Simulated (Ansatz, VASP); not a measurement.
# One calculation of Si2Ni, two programs

INCAR

```
SYSTEM = Si2Ni
PREC     = Accurate       ! precision mode
ENCUT    = 520            ! plane-wave cutoff, eV
EDIFF    = 1E-6           ! SCF threshold, eV
ISMEAR   = -1             ! smearing method
SIGMA    = 0.05           ! smearing width, eV
LREAL    = .FALSE.        ! projectors in reciprocal space
LASPH    = .TRUE.         ! aspherical terms in the spheres
NELM     = 60             ! most SCF steps
ALGO     = Normal         ! electronic algorithm
ISIF     = 2              ! what is computed and relaxed
LWAVE    = .FALSE.        ! write WAVECAR
LCHARG   = .TRUE.         ! write CHGCAR
GGA      = PE             ! functional
LELF     = .TRUE.         ! ELF
LVHAR    = .TRUE.       
NBANDS   = 16             ! bands
```

File KPOINTS:

```
Automatic mesh
0
G
  14 14 14
  0 0 0
```

The input POSCAR:

```
Si2Ni
1.0
   -1.4485791130      1.4485791130      3.3100327542
    1.4485791130     -1.4485791130      3.3100327542
    1.4485791130      1.4485791130     -3.3100327542
Ni Si
1 2
Direct
    0.0000000000      0.0000000000      0.0000000000
    0.3330739144      0.3330739144      0.0000000000
   -0.3330739144     -0.3330739144      0.0000000000
```

Input for Ansatz:

```yaml
crystal:
  lattice:
    - [-1.448579113, 1.448579113, 3.3100327542]
    - [1.448579113, -1.448579113, 3.3100327542]
    - [1.448579113, 1.448579113, -3.3100327542]
  atoms:
    - { symbol: Ni, position: [0.0, 0.0, 0.0] }
    - { symbol: Si, position: [0.3330739144, 0.3330739144, 0.0] }
    - { symbol: Si, position: [-0.3330739144, -0.3330739144, 0.0] }
kpoints:
  mp_grid: { grid: [14, 14, 14] }
scf:
  occupations: { method: fermi_dirac, width: 0.05 }
hamiltonian:
  xc: pbe
  pseudopotentials: { kind: all_electron, lapw: { basis_error: 0.001 } }
output:
  forces: true
  stress: true
  eigenvalues: true
  populations: true
```

Change from the starting cell: volume scaled by 0.72, LAPW.

Alike in both runs: task single point; functional PBE; k mesh 14 × 14 × 14; occupations fermi-dirac, width 0.05 eV; no spin polarisation.

|  | VASP | Ansatz |
| --- | --- | --- |
| version | VASP 6.6.1 | Ansatz 0.2.0 |
| potentials or method | VASP PAW PBE potentials, release 64 (Ni, Si), cutoff 520 eV | all-electron LAPW, scalar-relativistic |

|  | VASP | Ansatz | Ansatz less VASP |
| --- | --- | --- | --- |
| pressure (GPa) | 92.0 | 92.0 | +0.04 |
| traceless stress, the component that is largest in VASP (GPa) | 0.21 | -0.09 | -0.298 |
| rms of the force components (eV/Å) | 0.003 | 0.000 | -0.0028 |

Atom by atom the forces differ by 0.003 eV/Å (rms over components). Both programs put the cell under a high pressure, so it lies far from rest at this level. Ansatz ran all-electron here, and VASP with PAW potentials.

Noted on VASP's run: the cell as given lies far from equilibrium.
